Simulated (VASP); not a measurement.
Runs of VASP 6.6.1 on In2O (antifluorite type). The structure is that of space group Fm-3m (No. 225), or close to it. The cells are those of the table. 

```csv
cell,k mesh,gap on the mesh (eV),pressure (GPa)
"a = 4.564 Å, angles 60.0°, 3 atoms",10 × 10 × 10,none,(b)
"a = 4.441 Å, angles 60.0°, 3 atoms",10 × 10 × 10,none,3.1
"a = 4.473 Å, angles 60.0°, 3 atoms",29 × 29 × 29,none,2.0
"a = 4.503 Å, angles 60.0°, 3 atoms",10 × 10 × 10,none,0.9
"a = 4.534 Å, angles 60.0°, 3 atoms",10 × 10 × 10,none,(a)
"a = 4.473 Å, angles 60.0°, 3 atoms",10 × 10 × 10,none,2.0
"a = 4.593 Å, angles 60.0°, 3 atoms",10 × 10 × 10,none,-1.6
```

Alike in all rows: task single point; level PBE; potentials or basis VASP PAW PBE potentials, release 64 (In_d, O); no spin polarisation; cutoff (eV) 520; smearing fermi-dirac 0.0612256 eV.

**Question.** Fill in the values left out.

**Answer.** (a) 0.0; (b) -0.9.

Caveats: spin-orbit coupling is left out, which moves the levels of the heavy elements; the cell stands under pressure (at least some runs).

A k mesh can miss the band edges, and the runs leave out spin-orbit coupling on In.

A gap of «none» marks levels without a gap at the run's occupations.
